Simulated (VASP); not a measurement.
Write the native input for VASP 6.6.1 that does the following.

| Quantity | Value |
| --- | --- |
| Task | single point |
| Functional | r2SCAN |
| Potentials or basis | VASP PAW PBE potentials, release 64 (Co) |
| Cutoff | 520 eV |
| k mesh | 26 × 26 × 26 |
| Occupations | fermi-dirac, width 0.05 eV |
| Spin | collinear spin, ferromagnetic start |
| Starting moments | [2.025] μB |
| Dipole correction | no |
| Further INCAR settings | ALGO = Normal; EDIFF = 1e-06; NBANDS = 14 |

The system is Co.

```xyz
1
Lattice="-1.3992 1.3992 1.3992 1.3992 -1.3992 1.3992 1.3992 1.3992 -1.3992" Properties=species:S:1:pos:R:3 pbc="T T T"
Co    0.0000    0.0000    0.0000
```

This isn't the form of Co at room conditions, which is hcp.

One way to write it, as run:

POSCAR

```
Co
1.0
   -1.3991784598      1.3991784598      1.3991784598
    1.3991784598     -1.3991784598      1.3991784598
    1.3991784598      1.3991784598     -1.3991784598
Co
1
Direct
    0.0000000000      0.0000000000      0.0000000000
```

INCAR.step1

```
SYSTEM = Co
PREC = Accurate
ENCUT = 520
ISMEAR = -1
SIGMA = 0.05
LREAL = .False.
LASPH = .True.
NELM = 150
ISPIN = 2
MAGMOM = 2.025
LMAXMIX = 4
NBANDS = 14
GGA = PE
ALGO = Normal
EDIFF = 1E-4
LWAVE = .True.
LCHARG = .False.
```

INCAR.step2

```
SYSTEM = Co
PREC = Accurate
ENCUT = 520
EDIFF = 1E-6
ISMEAR = -1
SIGMA = 0.05
LREAL = .False.
LASPH = .True.
NELM = 150
ALGO = Normal
ISIF = 2
LWAVE = .False.
LCHARG = .True.
ISPIN = 2
MAGMOM = 2.025
LORBIT = 11
LMAXMIX = 4
METAGGA = R2SCAN
LMIXTAU = .True.
LELF = .True.
LVHAR = .True.
NBANDS = 14
ISTART = 1
```

KPOINTS

```
regular mesh
0
Gamma
  26 26 26
  0 0 0
```

Potentials or basis: VASP PAW PBE potentials, release 64 (Co).

Run with:

```bash
$ cat potpaw_PBE.64/Co/POTCAR > POTCAR
$ cp INCAR.step1 INCAR
$ mpirun -np 1 vasp_std > vasp.out
$ cp INCAR.step2 INCAR
$ mpirun -np 1 vasp_std > vasp.out
```

Results of the run:

| Property | Result |
| --- | --- |
| Pressure | 0.1 GPa |
| Net moment | 1.92 μB per cell |
| Site moments | Co +1.97 μB |
| Valence electrons inside the program's atomic spheres | Co 8.27 |

Caveat: the PAW data sets were made with another functional, which shifts forces and pressure a little.

It took 10 min on 1 thread of AMD EPYC 7R43 64-Core Processor (Zen 3), on a shared host, peak memory 0.18 GiB.
